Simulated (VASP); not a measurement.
# ZnSe (l.bA) (F-43m) in VASP: further runs, part 2 of 2

VASP 6.6.1. The steps go on from the part before.

**3. Single point, LDA**

The input, INCAR:

```
ALGO = Normal
EDIFF = 1E-6
ENCUT = 500
GGA = CA
GGA_COMPAT = F
ISIF = 2
ISMEAR = 0
LASPH = T
LCHARG = T
LELF = T
LREAL = F
LVHAR = T
LWAVE = F
NBANDS = 16
NELM = 120
PREC = Accurate
SIGMA = 0.02
```

The input, KPOINTS:

```
k-points
0
Gamma
  8 8 8
```

The input, POSCAR:

```
ZnSe
1.0
    0.0000000000      2.7836602963      2.7836602963
    2.7836602963      0.0000000000      2.7836602963
    2.7836602963      2.7836602963      0.0000000000
Zn Se
1 1
Direct
    0.0000000000      0.0000000000      0.0000000000
    0.2500000000      0.2500000000      0.2500000000
```

Potentials or basis: VASP PAW LDA potentials, release 64 (Zn, Se).

Launch:

```console
$ cat potpaw_LDA.64/Zn/POTCAR potpaw_LDA.64/Se/POTCAR > POTCAR
$ mpirun -np 1 vasp_std > vasp.out
```

OUTCAR:

```text
EDIFF = 1E-6
   ENCUT = 500
   GGA = CA
   ISIF = 2
   ISMEAR = 0
   LASPH = T
   LREAL = F
   NELM = 120
   PREC = Accurate

 ion  position               nearest neighbor table
   1  0.000  0.000  0.000-   2 2.41   2 2.41   2 2.41   2 2.41
   2  0.250  0.250  0.250-   1 2.41   1 2.41   1 2.41   1 2.41

  LATTYP: Found a face centered cubic cell.
 ALAT       =     5.5673205926

  Lattice vectors:

 A1 = (   0.0000000000,   2.7836602963,   2.7836602963)
 A2 = (   2.7836602963,   0.0000000000,   2.7836602963)
 A3 = (   2.7836602963,   2.7836602963,   0.0000000000)

Analysis of symmetry for initial positions (statically):
=====================================================================
 Subroutine PRICEL returns:
 Original cell was already a primitive cell.

 Routine SETGRP: Setting up the symmetry group for a
 face centered cubic supercell.

 Subroutine GETGRP returns: Found 24 space group operations
 (whereof 24 operations were pure point group operations)
 out of a pool of 48 trial point group operations.

The static configuration has the point symmetry T_d .

Analysis of symmetry for dynamics (positions and initial velocities):
=====================================================================
 Subroutine PRICEL returns:
 Original cell was already a primitive cell.

 Routine SETGRP: Setting up the symmetry group for a
 face centered cubic supercell.

 Subroutine GETGRP returns: Found 24 space group operations
 (whereof 24 operations were pure point group operations)
 out of a pool of 48 trial point group operations.

The dynamic configuration has the point symmetry T_d .

 Subroutine INISYM returns: Found 24 space group operations
 (whereof 24 operations are pure point group operations),
 and found     1 'primitive' translations

----------------------------------------------------------------------------------------

                                     Primitive cell

  volume of cell :      43.1399

  direct lattice vectors                    reciprocal lattice vectors
     0.000000000  2.783660296  2.783660296    -0.179619618  0.179619618  0.179619618
     2.783660296  0.000000000  2.783660296     0.179619618 -0.179619618  0.179619618
     2.783660296  2.783660296  0.000000000     0.179619618  0.179619618 -0.179619618

  length of vectors
     3.936690144  3.936690144  3.936690144     0.311110305  0.311110305  0.311110305

  position of ions in fractional coordinates (direct lattice)
     0.000000000  0.000000000  0.000000000
     0.250000000  0.250000000  0.250000000

  ion indices of the primitive-cell ions
   primitive index   ion index
                 1           1
                 2           2

----------------------------------------------------------------------------------------

 KPOINTS: k-points

Automatic generation of k-mesh.
 Grid dimensions read from file:
 generate k-points for:    8    8    8

 Generating k-lattice:

  Cartesian coordinates                     Fractional coordinates (reciprocal lattice)
    -0.022452452  0.022452452  0.022452452     0.125000000  0.000000000  0.000000000
     0.022452452 -0.022452452  0.022452452     0.000000000  0.125000000  0.000000000
     0.022452452  0.022452452 -0.022452452     0.000000000  0.000000000  0.125000000

  Length of vectors
     0.038888788  0.038888788  0.038888788

  Shift w.r.t. Gamma in fractional coordinates (k-lattice)
     0.000000000  0.000000000  0.000000000

 Subroutine IBZKPT returns following result:
 ===========================================

 Found     29 irreducible k-points:

 Following reciprocal coordinates:
            Coordinates               Weight
  0.000000  0.000000  0.000000      1.000000
  0.125000  0.000000  0.000000      8.000000
  0.250000  0.000000  0.000000      8.000000
  0.375000  0.000000  0.000000      8.000000
  0.500000  0.000000  0.000000      4.000000
  0.125000  0.125000  0.000000      6.000000
[... 16 lines left out ...]
  0.500000  0.250000  0.125000     48.000000
 -0.375000  0.250000  0.125000     24.000000
 [... further k-points ...]
   k-points           NKPTS =     29   k-points in BZ     NKDIM =     29   number of bands    NBANDS=     16
   number of dos      NEDOS =    301   number of ions     NIONS =      2
   total plane-waves  NPLWV =  27000
   dimension x,y,z NGX =    30 NGY =   30 NGZ =   30
   dimension x,y,z NGXF=    60 NGYF=   60 NGZF=   60
   ions per type =               1   1
   NGX,Y,Z   is equivalent  to a cutoff of  12.67, 12.67, 12.67 a.u.
   NGXF,Y,Z  is equivalent  to a cutoff of  25.34, 25.34, 25.34 a.u.
 SYSTEM =  unknown system
   PREC   = accura    normal or accurate (medium, high low for compatibility)
   ISTART =      0    job   : 0-new  1-cont  2-samecut
   ICHARG =      2    charge: 1-file 2-atom 10-const
   ISPIN  =      1    spin polarized calculation?
   LNONCOLLINEAR =      F non collinear calculations
   LSORBIT =      F    spin-orbit coupling
   LASPH  =      T    aspherical Exc in radial PAW
   ENCUT  =  500.0 eV  36.75 Ry    6.06 a.u.   7.18  7.18  7.18*2*pi/ulx,y,z
   NELM   =    120;   NELMIN=  2; NELMDL= -5     # of ELM steps
   EDIFF  = 0.1E-05   stopping-criterion for ELM
   LREAL  =      F    real-space projection
   EDIFFG = 0.1E-04   stopping-criterion for IOM
   NSW    =      0    number of steps for IOM
   IBRION =     -1    ionic relax: 0-MD 1-quasi-New 2-CG
   NFREE  =      0    steps in history (QN), initial steepest desc. (CG)
   ISIF   =      2    stress and relaxation
   ISYM   =      2    0-nonsym 1-usesym 2-fastsym
   POTIM  = 0.5000    time-step for ionic-motion
   TEBEG  =    0.0;   TEEND  =   0.0 temperature during run
   PSTRESS=    0.0 pullay stress
   NELECT =      18.0000    total number of electrons
   NUPDOWN=      -1.0000    fix difference up-down
   EMIN   =  10.00;   EMAX   =-10.00  energy-range for DOS
   EFERMI =   0.00;   METHOD = LEGACY
   ISMEAR =     0;   SIGMA  =   0.02  broadening in eV -4-tet -1-fermi 0-gaus
   EFERMI_NEDOS =   21; number of points for ismear=-14 and -15
   IALGO  =     38    algorithm
   IMIX   =      4    mixing-type and parameters
     AMIX     =   0.40;   BMIX     =  1.00
     AMIX_MAG =   1.60;   BMIX_MAG =  1.00
  volume/ion in A,a.u.               =      21.57       145.56
  Fermi-wavevector in a.u.,A,eV,Ry     =   1.223318  2.311736 20.361219  1.496507
  Thomas-Fermi vector in A             =   2.358433
   LORBIT       =      0    0 simple, 1 ext, 2 COOP (PROOUT), +10 PAW based schemes
   GGA     = CA    functional components
   LHFCALC =     F    Hartree Fock is set to
   AEXX    =    0.0000 exact exchange contribution
   IVDW    =     0    specifies the selected vdW correction
   LEPSILON=     F    determine dielectric tensor
   LRPA    =     F    only Hartree local field effects (RPA)
 non-spin polarized calculation
 Gauss-broadening in eV      SIGMA  =   0.02
  energy-cutoff  :      500.00
  volume of cell :       43.14
 maximum number of plane-waves:      1108
 NGX is ok and might be reduce to    30
   NGX = 15   NGY = 15   NGZ = 15

 number of electron      17.9999987 magnetization

 Free energy of the ion-electron system (eV)
  ---------------------------------------------------
  ext. energy  EPLUGINS =         0.00000000
  ---------------------------------------------------
  free energy    TOTEN  =        -7.37165680 eV

  energy without entropy =       -7.37165680  energy(sigma->0) =       -7.37165680

 E-fermi :   2.1093     XC(G=0):  -9.9385

 val. band max:        1.9930538131   @ k =   0.0000   0.0000   0.0000
 cond. band min:       3.2832719894   @ k =   0.0000   0.0000   0.0000
 fundamental gap:      1.2902181763
 Fermi energy:         2.1093475530

 k-point     1 :       0.0000    0.0000    0.0000
  band No.  band energies     occupation
      1     -11.6545      2.00000
      2      -4.8932      2.00000
      3      -4.8932      2.00000
      4      -4.8932      2.00000
      5      -4.4845      2.00000
      6      -4.4845      2.00000
[... 8 lines left out ...]
     15      13.5841      0.00000
     16      13.5841      0.00000

 k-point     2 :       0.1250    0.0000    0.0000
  band No.  band energies     occupation
      1     -11.5425      2.00000
      2      -4.8894      2.00000
      3      -4.8757      2.00000
      4      -4.8757      2.00000
      5      -4.4863      2.00000
      6      -4.4863      2.00000
[... 8 lines left out ...]
     15      12.6948      0.00000
     16      12.7399      0.00000
[... 387 lines left out ...]
      5      -4.4719      2.00000
      6      -4.4153      2.00000
[... 8 lines left out ...]
     15      14.6839      0.00000
     16      15.7703      0.00000

 k-point    24 :      -0.3750    0.2500    0.1250
  band No.  band energies     occupation
      1     -10.6162      2.00000
      2      -4.7842      2.00000
      3      -4.7390      2.00000
      4      -4.5255      2.00000
      5      -4.4774      2.00000
      6      -4.2454      2.00000
[... 8 lines left out ...]
     15      14.7919      0.00000
     16      15.6729      0.00000

 [... further k-points ...]
[... 5 lines left out ...]
  --------------------------------------------------------------------------------------
  -------------------------------------------------------------------------------------
  Total        0.1001213      0.1001213      0.1001213      0.0000000      0.0000000     -0.0000000
  in kB        3.7184179      3.7184179      3.7184179      0.0000000      0.0000000     -0.0000000
  external PRESSURE =       3.7184179 kB  Pullay stress =       0.0000000 kB

 VOLUME and BASIS-vectors are now :
 -----------------------------------------------------------------------------
  energy-cutoff  :      500.00
  volume of cell :       43.14
      direct lattice vectors                 reciprocal lattice vectors
     0.000000000  2.783660296  2.783660296    -0.179619618  0.179619618  0.179619618
     2.783660296  0.000000000  2.783660296     0.179619618 -0.179619618  0.179619618
     2.783660296  2.783660296  0.000000000     0.179619618  0.179619618 -0.179619618

 POSITION                                       TOTAL-FORCE (eV/Angst)
 -----------------------------------------------------------------------------------
      0.00000      0.00000      0.00000        -0.000000     -0.000000     -0.000000
      1.39183      1.39183      1.39183         0.000000      0.000000      0.000000
 -----------------------------------------------------------------------------------
    total drift:                               -0.000000     -0.000000      0.000000

  FREE ENERGIE OF THE ION-ELECTRON SYSTEM (eV)
  ---------------------------------------------------
  free  energy   TOTEN  =        -7.3716568021 eV

  energy  without entropy=       -7.3716568021  energy(sigma->0) =       -7.37165680
```

OSZICAR:

```text
N       E                     dE             d eps       ncg     rms          rms(c)
DAV:   1     0.866893524486E+02    0.86689E+02   -0.87379E+03   928   0.130E+03
DAV:   2    -0.212445165593E+01   -0.88814E+02   -0.83535E+02  1024   0.253E+02
DAV:   3    -0.763653269889E+01   -0.55121E+01   -0.54906E+01  1136   0.621E+01
DAV:   4    -0.768361866819E+01   -0.47086E-01   -0.47080E-01  1104   0.610E+00
DAV:   5    -0.768384632123E+01   -0.22765E-03   -0.22765E-03  1200   0.388E-01    0.529E+00
DAV:   6    -0.740344014958E+01    0.28041E+00   -0.55669E-01  1328   0.256E+01    0.399E+00
DAV:   7    -0.737673839779E+01    0.26702E-01   -0.15640E-01  1112   0.384E+00    0.166E+00
DAV:   8    -0.737220610785E+01    0.45323E-02   -0.34358E-03  1416   0.815E-01    0.424E-01
DAV:   9    -0.737164730434E+01    0.55880E-03   -0.93468E-04  1088   0.254E-01    0.573E-02
DAV:  10    -0.737166609369E+01   -0.18789E-04   -0.13094E-04  1272   0.123E-01    0.192E-02
DAV:  11    -0.737165680135E+01    0.92923E-05   -0.18224E-05  1400   0.656E-02    0.512E-03
DAV:  12    -0.737165680208E+01   -0.73624E-09   -0.29301E-06  1056   0.125E-02
   1 F= -.73716568E+01 E0= -.73716568E+01  d E =-.136939E-18
```

stdout:

```text
POSCAR found type information on POSCAR ZnSe
 POSCAR found :  2 types and       2 ions
 scaLAPACK will be used
 LDA part: xc-table for (Slater(with rela. corr.)+CA(PZ))
 , standard interpolation
 POSCAR, INCAR and KPOINTS ok, starting setup
 FFT: planning ... GRIDC
 FFT: planning ... GRID_SOFT
 FFT: planning ... GRID
 WAVECAR not read
 entering main loop
```

Run time: 37 s. Hardware: 1 thread of Intel Xeon 8259CL, shared host; peak memory 0.16 GiB.

What came out:

| Item | Value |
| --- | --- |
| Free energy | -7.3717 eV |
| Pressure | 0.4 GPa |
| Band gap on the k mesh | 1.29 eV, direct |

As with any semilocal functional, this LDA gap is likely too small.

**4. Relaxation of cell and atoms, LDA**

This run uses another cell than the first one, of 22.55 Å³/atom, 1.045 times its volume.

The input, INCAR:

```
SYSTEM = ZnSe
PREC = Accurate
ENCUT = 500
EDIFF = 1E-7
ISMEAR = 0
SIGMA = 0.02
LREAL = .FALSE.
LASPH = .TRUE.
NELM = 120
ALGO = Normal
ISIF = 3
LWAVE = .FALSE.
LCHARG = .FALSE.
IBRION = 2
NSW = 100
EDIFFG = -0.002
GGA_COMPAT = .FALSE.
NELMIN = 4
```

The input, KPOINTS:

```
Automatic mesh
0
G
  8 8 8
  0 0 0
```

The input, POSCAR:

```
ZnSe
1.0
    0.0000000000      2.8250000000      2.8250000000
    2.8250000000      0.0000000000      2.8250000000
    2.8250000000      2.8250000000      0.0000000000
Zn Se
1 1
Direct
    0.0000000000      0.0000000000      0.0000000000
    0.2500000000      0.2500000000      0.2500000000
```

Potentials or basis: VASP PAW LDA potentials, release 64 (Zn, Se).

Launch:

```console
$ cat potpaw_LDA.64/Zn/POTCAR potpaw_LDA.64/Se/POTCAR > POTCAR
$ mpirun -np 1 vasp_std > vasp.out
```

OUTCAR:

```text
SYSTEM = ZnSe
   PREC = Accurate
   ENCUT = 500
   EDIFF = 1E-7
   ISMEAR = 0
   LREAL = .FALSE.
   LASPH = .TRUE.
   NELM = 120
   ISIF = 3
   IBRION = 2
   NSW = 100
   EDIFFG = -0.002
   NELMIN = 4

 ion  position               nearest neighbor table
   1  0.000  0.000  0.000-   2 2.45   2 2.45   2 2.45   2 2.45
   2  0.250  0.250  0.250-   1 2.45   1 2.45   1 2.45   1 2.45

  LATTYP: Found a face centered cubic cell.
 ALAT       =     5.6500000000

  Lattice vectors:

 A1 = (   0.0000000000,   2.8250000000,   2.8250000000)
 A2 = (   2.8250000000,   0.0000000000,   2.8250000000)
 A3 = (   2.8250000000,   2.8250000000,   0.0000000000)

Analysis of symmetry for initial positions (statically):
[... 261 lines left out ...]
 fundamental gap:      1.2681281407
 Fermi energy:         2.0551847541

 k-point     1 :       0.0000    0.0000    0.0000
  band No.  band energies     occupation
      1     -11.6670      2.00000
      2      -4.9202      2.00000
      3      -4.9202      2.00000
      4      -4.9202      2.00000
      5      -4.5165      2.00000
      6      -4.5165      2.00000
      7       1.9442      2.00000
      8       1.9442      2.00000
      9       1.9442      2.00000
     10       3.2123      0.00000
     11       7.6294      0.00000
     12       7.6294      0.00000
     13       7.6294      0.00000
[... 354 lines left out ...]
  band No.  band energies     occupation
      1     -10.6400      2.00000
      2      -4.8119      2.00000
      3      -4.7676      2.00000
      4      -4.5564      2.00000
      5      -4.5094      2.00000
      6      -4.2800      2.00000
      7      -3.2901      2.00000
      8      -0.6788      2.00000
      9       0.3372      2.00000
     10       6.1833      0.00000
     11       7.3088      0.00000
     12       9.3708      0.00000
     13      10.6277      0.00000

 [... further k-points ...]
[... 5 lines left out ...]
  --------------------------------------------------------------------------------------
  -------------------------------------------------------------------------------------
  Total       -0.0018073     -0.0018073     -0.0018073     -0.0000000     -0.0000000      0.0000000
  in kB       -0.0667725     -0.0667725     -0.0667725     -0.0000000     -0.0000000      0.0000000
  external PRESSURE =      -0.0667725 kB  Pullay stress =       0.0000000 kB
[... 17 lines left out ...]
  FREE ENERGIE OF THE ION-ELECTRON SYSTEM (eV)
  ---------------------------------------------------
  free  energy   TOTEN  =        -7.3720114639 eV

  energy  without entropy=       -7.3720114639  energy(sigma->0) =       -7.37201146

 reached required accuracy - stopping structural energy minimisation
```

OSZICAR:

```text
N       E                     dE             d eps       ncg     rms          rms(c)
DAV:   1     0.832153210859E+02    0.83215E+02   -0.89463E+03   754   0.152E+03
DAV:   2    -0.209107354083E+01   -0.85306E+02   -0.81458E+02   794   0.270E+02
DAV:   3    -0.760882062683E+01   -0.55177E+01   -0.54926E+01   959   0.697E+01
[... 27 lines left out ...]
DAV:   5    -0.737200971490E+01    0.11309E-03   -0.12861E-04  1128   0.223E-01    0.876E-03
DAV:   6    -0.737201131902E+01   -0.16041E-05   -0.35128E-05   789   0.951E-02    0.745E-03
DAV:   7    -0.737201170221E+01   -0.38318E-06   -0.38791E-06   939   0.445E-02    0.409E-03
DAV:   8    -0.737201146175E+01    0.24046E-06   -0.10637E-06   804   0.232E-02    0.459E-04
DAV:   9    -0.737201146390E+01   -0.21462E-08   -0.39937E-08   407   0.212E-03
   3 F= -.73720115E+01 E0= -.73720115E+01  d E =-.142030E-01
```

CONTCAR:

```text
ZnSe
   1.00000000000000
    -0.0000000000000000    2.7885230613489798    2.7885230613489798
     2.7885230613489798    0.0000000000000000    2.7885230613489798
     2.7885230613489798    2.7885230613489798    0.0000000000000000
  Zn              Se
     1     1
Direct
     0.0000000000000000    0.0000000000000000    0.0000000000000000
     0.2500000000000000    0.2500000000000000    0.2500000000000000

  0.00000000E+00  0.00000000E+00  0.00000000E+00
  0.00000000E+00  0.00000000E+00  0.00000000E+00
```

It took 77 s on 1 thread of Intel Xeon 8259CL, shared host; peak memory 0.16 GiB.

What came out:

* Free energy: -7.3720 eV
* Relaxed volume: 21.68 Å³/atom
* Relaxed cell: a = 3.944 Å, b = 3.944 Å, c = 3.944 Å, α = 60.00°, β = 60.00°, γ = 60.00°
* Space group after relaxing (to 0.05 Å): F-43m (No. 216)
* Energy gained by relaxing: 7.1 meV/atom
* Ionic steps: 3
* Pressure after relaxing: 0.0 GPa
* Band gap on the k mesh: 1.27 eV, direct

Step by step:
| step | energy change (eV) | largest force (eV/Å) | pressure (GPa) | volume (Å³) |
| --- | --- | --- | --- | --- |
| 1 | 0.0000 | 0.0000 | -2.55 | 45.09 |
| 2 | -0.0124 | 0.0000 | 0.99 | 42.79 |
| 3 | -0.0142 | 0.0000 | -0.01 | 43.37 |

Final structure:
```
Zn Se
1.0
     0.00000    2.78852    2.78852
     2.78852    0.00000    2.78852
     2.78852    2.78852    0.00000
Zn Se
1 1
Cartesian
  0.0000 0.0000 0.0000
  1.3943 1.3943 1.3943
```

Levels at points of the mesh, in eV from the valence-band top:
```csv
k point,band 7,band 8,band 9,band 10,band 11,band 12
"(0.00, 0.00, 0.00)",0.00,0.00,0.00,1.27,5.69,5.69
"(0.50, 0.00, 0.00)",-5.61,-0.95,-0.95,2.46,6.28,6.28
"(0.50, 0.50, 0.00)",-5.04,-2.38,-2.38,2.70,3.32,10.89
```

As with any semilocal functional, this LDA gap is likely too small.
